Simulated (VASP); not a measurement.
Wanted: the native input for a VASP 6.6.1 run.

- Task: single point
- Functional: PBE
- Potentials or basis: VASP PAW PBE potentials, release 64 (Bi_d, Te)
- Cutoff: 520 eV
- k mesh: 13 × 13 × 13
- Occupations: fermi-dirac, width 0.05 eV
- Spin: no spin polarisation
- Dipole correction: no
- Further INCAR settings: ALGO = Normal; EDIFF = 1e-06; NBANDS = 18

The structure of BiTe lies in POSCAR:

```
BiTe
1.0
    0.0000000000      3.2350000000      3.2350000000
    3.2350000000      0.0000000000      3.2350000000
    3.2350000000      3.2350000000      0.0000000000
Bi Te
1 1
Direct
    0.0000000000      0.0000000000      0.0000000000
    0.5000000000      0.5000000000      0.5000000000
```

These files were run (other wordings do the same):

INCAR

```
SYSTEM = BiTe
ALGO = Normal
EDIFF = 1E-6
ENCUT = 520
GGA = PE
ISIF = 2
ISMEAR = -1
LASPH = .TRUE.
LCHARG = .FALSE.
LREAL = .FALSE.
LWAVE = .FALSE.
NBANDS = 18
NELM = 100
PREC = Accurate
SIGMA = 0.05
```

KPOINTS

```
k-points
0
G
  13 13 13
  0 0 0
```

Potentials or basis: VASP PAW PBE potentials, release 64 (Bi_d, Te).

Run with:

```console
$ cat potpaw_PBE.64/Bi_d/POTCAR potpaw_PBE.64/Te/POTCAR > POTCAR
$ mpirun -np 1 vasp_std > vasp.out
```

It gave:

```yaml
Pressure: 0.7 GPa
Band_gap_on_the_k_mesh: zero (an odd number of electrons rules out a gap without spin polarisation)
```

Caveat: spin-orbit coupling is left out, which moves the levels of the heavy elements.

It took 3.2 min on 1 thread of AMD EPYC 7R13 (shared host), peak memory 0.24 GiB.
